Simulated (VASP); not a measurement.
# InGa3As4 (P-43m) in VASP: notebook

InGa3As4 is run at these levels: PBE; tasks: single point, relaxation of cell and atoms.

Everything below comes from runs of VASP 6.6.1. Logs are shortened: lines on timing, memory, paths and dates and some standing lists are left out, and cuts for length are marked.

## (1) The cell of the first run

Symmetry: P-43m, No. 215, cubic system. The conventional cell has a = 5.858 Å, b = 5.858 Å, c = 5.858 Å, α = 90.00°, β = 90.00°, γ = 90.00°. Within 3.5 Å of In (site symmetry -43m) lie 4 As at 2.63 Å. Within 3.3 Å of Ga (site symmetry -42m) lie 4 As at 2.51 Å. Within 3.3 Å of As (site symmetry 3m) lie 3 Ga at 2.51 Å and 1 In at 2.63 Å.

## (2) Single point, PBE

File INCAR:

```
SYSTEM = InGa3As4
ALGO = Normal
EDIFF = 1E-6
ENCUT = 520
GGA = PE
ISIF = 2
ISMEAR = 0
LASPH = .True.
LCHARG = .False.
LREAL = .False.
LWAVE = .False.
NBANDS = 46
NELM = 100
PREC = Accurate
SIGMA = 0.1
```

File KPOINTS:

```
k-points
0
Gamma
  6 6 6
  0 0 0
```

File POSCAR:

```
InGa3As4
1.0
    5.8577812134      0.0000000000      0.0000000000
    0.0000000000      5.8577812134      0.0000000000
    0.0000000000      0.0000000000      5.8577812134
In Ga As
1 3 4
Direct
    0.0000000000      0.0000000000      0.0000000000
    0.5000000000      0.0000000000      0.5000000000
    0.5000000000      0.5000000000      0.0000000000
    0.0000000000      0.5000000000      0.5000000000
    0.2593681375      0.7406318625      0.7406318625
    0.2593681375      0.2593681375      0.2593681375
    0.7406318625      0.7406318625      0.2593681375
    0.7406318625      0.2593681375      0.7406318625
```

Potentials or basis: VASP PAW PBE potentials, release 64 (In_d, Ga_d, As).

Started as:

```sh
> cat potpaw_PBE.64/In_d/POTCAR potpaw_PBE.64/Ga_d/POTCAR potpaw_PBE.64/As/POTCAR > POTCAR
> mpirun -np 1 vasp_std > vasp.out
```

OUTCAR:

```text
SYSTEM = InGa3As4
   EDIFF = 1E-6
   ENCUT = 520
   GGA = PE
   ISIF = 2
   ISMEAR = 0
   LASPH = .True.
   LREAL = .False.
   NELM = 100
   PREC = Accurate

 ion  position               nearest neighbor table
   1  0.000  0.000  0.000-   5 2.63   6 2.63   7 2.63   8 2.63
   2  0.500  0.000  0.500-   5 2.51   6 2.51   7 2.51   8 2.51
   3  0.500  0.500  0.000-   5 2.51   6 2.51   7 2.51   8 2.51
   4  0.000  0.500  0.500-   5 2.51   6 2.51   7 2.51   8 2.51
   5  0.259  0.741  0.741-   2 2.51   3 2.51   4 2.51   1 2.63
   6  0.259  0.259  0.259-   2 2.51   3 2.51   4 2.51   1 2.63
   7  0.741  0.741  0.259-   2 2.51   3 2.51   4 2.51   1 2.63
   8  0.741  0.259  0.741-   2 2.51   3 2.51   4 2.51   1 2.63

  LATTYP: Found a simple cubic cell.
 ALAT       =     5.8577812134

  Lattice vectors:

 A1 = (   5.8577812134,   0.0000000000,   0.0000000000)
 A2 = (   0.0000000000,   5.8577812134,   0.0000000000)
 A3 = (   0.0000000000,   0.0000000000,   5.8577812134)

Analysis of symmetry for initial positions (statically):
=====================================================================
 Subroutine PRICEL returns:
 Original cell was already a primitive cell.

 Routine SETGRP: Setting up the symmetry group for a
 simple cubic supercell.

 Subroutine GETGRP returns: Found 24 space group operations
 (whereof 24 operations were pure point group operations)
 out of a pool of 48 trial point group operations.

The static configuration has the point symmetry T_d .

Analysis of symmetry for dynamics (positions and initial velocities):
=====================================================================
 Subroutine PRICEL returns:
 Original cell was already a primitive cell.

 Routine SETGRP: Setting up the symmetry group for a
 simple cubic supercell.

 Subroutine GETGRP returns: Found 24 space group operations
 (whereof 24 operations were pure point group operations)
 out of a pool of 48 trial point group operations.

The dynamic configuration has the point symmetry T_d .

 Subroutine INISYM returns: Found 24 space group operations
 (whereof 24 operations are pure point group operations),
 and found     1 'primitive' translations

----------------------------------------------------------------------------------------

                                     Primitive cell

  volume of cell :     201.0016

  direct lattice vectors                    reciprocal lattice vectors
     5.857781213  0.000000000  0.000000000     0.170713102  0.000000000  0.000000000
     0.000000000  5.857781213  0.000000000     0.000000000  0.170713102  0.000000000
     0.000000000  0.000000000  5.857781213     0.000000000  0.000000000  0.170713102

  length of vectors
     5.857781213  5.857781213  5.857781213     0.170713102  0.170713102  0.170713102

  position of ions in fractional coordinates (direct lattice)
     0.000000000  0.000000000  0.000000000
     0.500000000  0.000000000  0.500000000
     0.500000000  0.500000000  0.000000000
     0.000000000  0.500000000  0.500000000
     0.259368137  0.740631863  0.740631863
     0.259368137  0.259368137  0.259368137
     0.740631863  0.740631863  0.259368137
     0.740631863  0.259368137  0.740631863

  ion indices of the primitive-cell ions
   primitive index   ion index
                 1           1
                 2           2
                 3           3
                 4           4
                 5           5
                 6           6
                 7           7
                 8           8

----------------------------------------------------------------------------------------

 KPOINTS: k-points

Automatic generation of k-mesh.
 Grid dimensions read from file:
 generate k-points for:    6    6    6

 Generating k-lattice:

  Cartesian coordinates                     Fractional coordinates (reciprocal lattice)
     0.028452184  0.000000000  0.000000000     0.166666667  0.000000000  0.000000000
     0.000000000  0.028452184  0.000000000     0.000000000  0.166666667  0.000000000
     0.000000000  0.000000000  0.028452184     0.000000000  0.000000000  0.166666667

  Length of vectors
     0.028452184  0.028452184  0.028452184

  Shift w.r.t. Gamma in fractional coordinates (k-lattice)
     0.000000000  0.000000000  0.000000000

 Subroutine IBZKPT returns following result:
 ===========================================

 Found     20 irreducible k-points:

 Following reciprocal coordinates:
            Coordinates               Weight
  0.000000  0.000000  0.000000      1.000000
  0.166667  0.000000  0.000000      6.000000
  0.333333  0.000000  0.000000      6.000000
  0.500000  0.000000  0.000000      3.000000
  0.166667  0.166667  0.000000     12.000000
  0.333333  0.166667  0.000000     24.000000
[... 12 lines left out ...]
  0.500000  0.500000  0.333333      6.000000
  0.500000  0.500000  0.500000      1.000000
   k-points           NKPTS =     20   k-points in BZ     NKDIM =     20   number of bands    NBANDS=     46
   number of dos      NEDOS =    301   number of ions     NIONS =      8
   total plane-waves  NPLWV = 110592
   dimension x,y,z NGX =    48 NGY =   48 NGZ =   48
   dimension x,y,z NGXF=    96 NGYF=   96 NGZF=   96
   ions per type =               1   3   4
   NGX,Y,Z   is equivalent  to a cutoff of  13.62, 13.62, 13.62 a.u.
   NGXF,Y,Z  is equivalent  to a cutoff of  27.25, 27.25, 27.25 a.u.
 SYSTEM =  InGa3As4
   PREC   = accura    normal or accurate (medium, high low for compatibility)
   ISTART =      0    job   : 0-new  1-cont  2-samecut
   ICHARG =      2    charge: 1-file 2-atom 10-const
   ISPIN  =      1    spin polarized calculation?
   LNONCOLLINEAR =      F non collinear calculations
   LSORBIT =      F    spin-orbit coupling
   LASPH  =      T    aspherical Exc in radial PAW
   ENCUT  =  520.0 eV  38.22 Ry    6.18 a.u.  10.89 10.89 10.89*2*pi/ulx,y,z
   NELM   =    100;   NELMIN=  2; NELMDL= -5     # of ELM steps
   EDIFF  = 0.1E-05   stopping-criterion for ELM
   LREAL  =      F    real-space projection
   EDIFFG = 0.1E-04   stopping-criterion for IOM
   NSW    =      0    number of steps for IOM
   IBRION =     -1    ionic relax: 0-MD 1-quasi-New 2-CG
   NFREE  =      0    steps in history (QN), initial steepest desc. (CG)
   ISIF   =      2    stress and relaxation
   ISYM   =      2    0-nonsym 1-usesym 2-fastsym
   POTIM  = 0.5000    time-step for ionic-motion
   TEBEG  =    0.0;   TEEND  =   0.0 temperature during run
   PSTRESS=    0.0 pullay stress
   NELECT =      72.0000    total number of electrons
   NUPDOWN=      -1.0000    fix difference up-down
   EMIN   =  10.00;   EMAX   =-10.00  energy-range for DOS
   EFERMI =   0.00;   METHOD = LEGACY
   ISMEAR =     0;   SIGMA  =   0.10  broadening in eV -4-tet -1-fermi 0-gaus
   EFERMI_NEDOS =   21; number of points for ismear=-14 and -15
   IALGO  =     38    algorithm
   IMIX   =      4    mixing-type and parameters
     AMIX     =   0.40;   BMIX     =  1.00
     AMIX_MAG =   1.60;   BMIX_MAG =  1.00
  volume/ion in A,a.u.               =      25.13       169.55
  Fermi-wavevector in a.u.,A,eV,Ry     =   1.162659  2.197108 18.392042  1.351777
  Thomas-Fermi vector in A             =   2.299218
   LORBIT       =      0    0 simple, 1 ext, 2 COOP (PROOUT), +10 PAW based schemes
   GGA     = PE    functional components
   LHFCALC =     F    Hartree Fock is set to
   AEXX    =    0.0000 exact exchange contribution
   IVDW    =     0    specifies the selected vdW correction
   LEPSILON=     F    determine dielectric tensor
   LRPA    =     F    only Hartree local field effects (RPA)
 non-spin polarized calculation
 Gauss-broadening in eV      SIGMA  =   0.10
  energy-cutoff  :      520.00
  volume of cell :      201.00
 maximum number of plane-waves:      5449
 NGX is ok and might be reduce to    48
   NGX = 21   NGY = 21   NGZ = 21

 number of electron      71.9999957 magnetization

 Free energy of the ion-electron system (eV)
  ---------------------------------------------------
  ext. energy  EPLUGINS =         0.00000000
  ---------------------------------------------------
  free energy    TOTEN  =       -32.40985230 eV

  energy without entropy =      -32.40882422  energy(sigma->0) =      -32.40933826

 E-fermi :   3.6636     XC(G=0):  -9.2225

 val. band max:        3.6152060339   @ k =   0.0000   0.0000   0.0000
 cond. band min:       4.3107678050   @ k =   0.5000   0.5000   0.5000
 fundamental gap:      0.6955617711
 Fermi energy:         3.6635537730

 k-point     1 :       0.0000    0.0000    0.0000
  band No.  band energies     occupation
      1     -11.1902      2.00000
      2     -11.1902      2.00000
      3     -11.1902      2.00000
      4     -11.1163      2.00000
      5     -11.1163      2.00000
      6     -11.1163      2.00000
[... 38 lines left out ...]
     45       7.4017      0.00000
     46       7.4017      0.00000

 k-point     2 :       0.1667    0.0000    0.0000
  band No.  band energies     occupation
      1     -11.1881      2.00000
      2     -11.1881      2.00000
      3     -11.1865      2.00000
      4     -11.1211      2.00000
      5     -11.1153      2.00000
      6     -11.1153      2.00000
[... 38 lines left out ...]
     45       7.8115      0.00000
     46       7.8115      0.00000

 k-point     3 :       0.3333    0.0000    0.0000
  band No.  band energies     occupation
      1     -11.1835      2.00000
      2     -11.1835      2.00000
      3     -11.1772      2.00000
      4     -11.1326      2.00000
      5     -11.1125      2.00000
      6     -11.1125      2.00000
[... 822 lines left out ...]
     45       8.3950      0.00000
     46       8.4716      0.00000

 k-point    20 :       0.5000    0.5000    0.5000
  band No.  band energies     occupation
      1     -11.1792      2.00000
      2     -11.1625      2.00000
      3     -11.1625      2.00000
      4     -11.1625      2.00000
      5     -11.1108      2.00000
      6     -11.1108      2.00000
[... 38 lines left out ...]
     45       8.3281      0.00000
     46       8.3902      0.00000

------------------------ aborting loop because EDIFF is reached ----------------------------------------

  FORCE on cell =-STRESS in cart. coord.  units (eV):
  Direction    XX          YY          ZZ          XY          YZ          ZX
  --------------------------------------------------------------------------------------
  -------------------------------------------------------------------------------------
  Total        0.1928949      0.1928949      0.1928949      0.0000000     -0.0000000      0.0000000
  in kB        1.5375595      1.5375595      1.5375595      0.0000000     -0.0000000      0.0000000
  external PRESSURE =       1.5375595 kB  Pullay stress =       0.0000000 kB

 VOLUME and BASIS-vectors are now :
 -----------------------------------------------------------------------------
  energy-cutoff  :      520.00
  volume of cell :      201.00
      direct lattice vectors                 reciprocal lattice vectors
     5.857781213  0.000000000  0.000000000     0.170713102  0.000000000  0.000000000
     0.000000000  5.857781213  0.000000000     0.000000000  0.170713102  0.000000000
     0.000000000  0.000000000  5.857781213     0.000000000  0.000000000  0.170713102

 POSITION                                       TOTAL-FORCE (eV/Angst)
 -----------------------------------------------------------------------------------
      0.00000      0.00000      0.00000         0.000000     -0.000000     -0.000000
      2.92889      0.00000      2.92889        -0.000000     -0.000000     -0.000000
      2.92889      2.92889      0.00000         0.000000      0.000000     -0.000000
      0.00000      2.92889      2.92889         0.000000      0.000000     -0.000000
      1.51932      4.33846      4.33846        -0.009035      0.009035      0.009035
      1.51932      1.51932      1.51932        -0.009035     -0.009035     -0.009035
      4.33846      4.33846      1.51932         0.009035      0.009035     -0.009035
      4.33846      1.51932      4.33846         0.009035     -0.009035      0.009035
 -----------------------------------------------------------------------------------
    total drift:                                0.000000      0.000000     -0.000000

  FREE ENERGIE OF THE ION-ELECTRON SYSTEM (eV)
  ---------------------------------------------------
  free  energy   TOTEN  =       -32.4098523009 eV

  energy  without entropy=      -32.4088242216  energy(sigma->0) =      -32.40933826
```

Wall time 3.6 min (1 thread of Intel Xeon 8259CL, shared host); peak memory 0.43 GiB.

What came out:

```yaml
Free_energy: -32.4099 eV
Pressure: 0.2 GPa
Largest_force: 0.016 eV/Å
Band_gap_on_the_k_mesh: zero (filled and empty bands touch)
```

Forces in eV/Å, atoms in the order of the input:
```
In   0.000  0.000  0.000
Ga   0.000  0.000  0.000
Ga   0.000  0.000  0.000
Ga   0.000  0.000  0.000
As  -0.009  0.009  0.009
As  -0.009 -0.009 -0.009
As   0.009  0.009 -0.009
As   0.009 -0.009  0.009
```

Caveat: semilocal functionals underestimate gaps, and a narrow one can read as zero; spin-orbit coupling is left out, which moves the levels of the heavy elements.

(Continued in part 2 of 2.)

The gap in the log of VASP goes by the Fermi energy; the results here count the filled bands.